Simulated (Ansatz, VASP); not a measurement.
**One calculation of Sc3H, two programs**

```
CELL_PARAMETERS angstrom
4.34086 0.00000 0.00000
0.00000 4.34086 0.00000
0.00000 0.00000 4.34086
ATOMIC_POSITIONS crystal
Sc 0.00000 0.50000 0.50000
Sc 0.50000 0.00000 0.50000
Sc 0.50000 0.50000 0.00000
H 0.00000 0.00000 0.00000
```

Alike in both runs: functional PBE; k mesh 12 × 12 × 12; occupations gaussian, width 0.1 eV; no spin polarisation.

Ansatz relaxed the structure, and its values are those at the end. VASP's run is a single point on that final structure, the one shown.

|  | VASP | Ansatz |
| --- | --- | --- |
| version | VASP 6.6.1 | Ansatz 0.2.0 |
| potentials or method | VASP PAW PBE potentials, release 64 (Sc_sv, H), cutoff 520 eV | scalar-relativistic, plane waves, PAW |
| valence electrons in the cell | 34 | 34 |

```tsv
	VASP	Ansatz	Ansatz less VASP
gap on the k mesh at the Fermi level (eV)	none	none	-
pressure (GPa)	0.0	0.0	-0.02
```

A gap of «none» marks a metal or a gap that the smearing closes.
